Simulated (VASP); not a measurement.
SrVO3:

```
V O Sr
1.0
     3.91541    0.00000    0.00000
     0.00000    3.91541    0.00000
     0.00000    0.00000    3.91541
V O Sr
1 3 1
Direct
  0.00000 0.00000 0.00000
  0.50000 0.00000 0.00000
  0.00000 0.50000 0.00000
  0.00000 0.00000 0.50000
  0.50000 0.50000 0.50000
```

Base run:

| Property | Result |
| --- | --- |
| Program | VASP 6.6.1 |
| Functional | PBE |
| Potentials or basis | VASP PAW PBE potentials, release 64 (V_sv, O, Sr_sv) |
| Cutoff | 520 eV |
| k mesh | 5 × 5 × 5 |
| Occupations | fermi-dirac, width 0.0153 eV |
| Spin | collinear spin, ferromagnetic start |
| Starting moments | [0.9, 0.0, 0.0, 0.0, 0.0] μB |
| Hubbard terms | V d U = 4.35 eV |

Its results: band gap on the k mesh zero (filled and empty bands overlap); pressure -1.2 GPa; net moment 1.00 μB per cell; site moments V +1.20; O -0.08; Sr -0.00 μB.

**Question.** The run is repeated on the same cell with these changes: hubbard terms from V d U = 4.35 eV to V d U = 6.0 eV; further incar settings from ALGO = Normal; EDIFF = 1e-07; NBANDS = 32 to ALGO = Normal; EDIFF = 1e-06; NBANDS = 32. What comes out?

**Answer.** Band gap on the k mesh zero (filled and empty bands overlap); pressure 0.7 GPa; net moment 1.00 μB per cell; site moments V +1.29; O -0.10; Sr -0.00 μB.
